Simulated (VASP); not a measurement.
A run of VASP 6.6.1:

INCAR

```
  ALGO = Normal
  EDIFF = 1E-6
  ENCUT = 520
  GGA = PE
  ISIF = 2
  ISMEAR = 0
  LASPH = T
  LCHARG = F
  LREAL = F
  LWAVE = F
  NBANDS = 26
  NELM = 60
  PREC = Accurate
  SIGMA = 0.1
```

The input KPOINTS:

```
k-points
0
Gamma
  4 4 2
```

File POSCAR:

```
ScBSbP3
1.0
    3.8177558100      0.0000000000      0.0000000000
    0.0000000000      4.6216045800      0.0000000000
    0.0000000000      0.0000000000      7.6630334700
Sc B Sb P
1 1 1 3
Direct
    0.0000000000      0.5000000000      0.5000000000
    0.0000000000      0.0000000000      0.0000000000
    0.5000000000      0.0000000000      0.0000000000
    0.5000000000      0.6788967700      0.0000000000
    0.5000000000      0.3211032300      0.0000000000
    0.0000000000      0.5000000000      0.0000000000
```

Potentials or basis: VASP PAW PBE potentials, release 64 (Sc_sv, B, Sb, P).

Launch:

```sh
$ cat potpaw_PBE.64/Sc_sv/POTCAR potpaw_PBE.64/B/POTCAR potpaw_PBE.64/Sb/POTCAR potpaw_PBE.64/P/POTCAR > POTCAR
$ mpirun -np 1 vasp_std > vasp.out
```

Hardware: 1 thread of Intel(R) Xeon(R) 6975P-C (Granite Rapids), with other jobs on the host.

Q: How long does it take, and how much memory?

A: Run time: 38 s on 1 thread of Intel(R) Xeon(R) 6975P-C (Granite Rapids) (shared host), peak memory 0.27 GiB. Counts: scf iterations 18, k points 18.
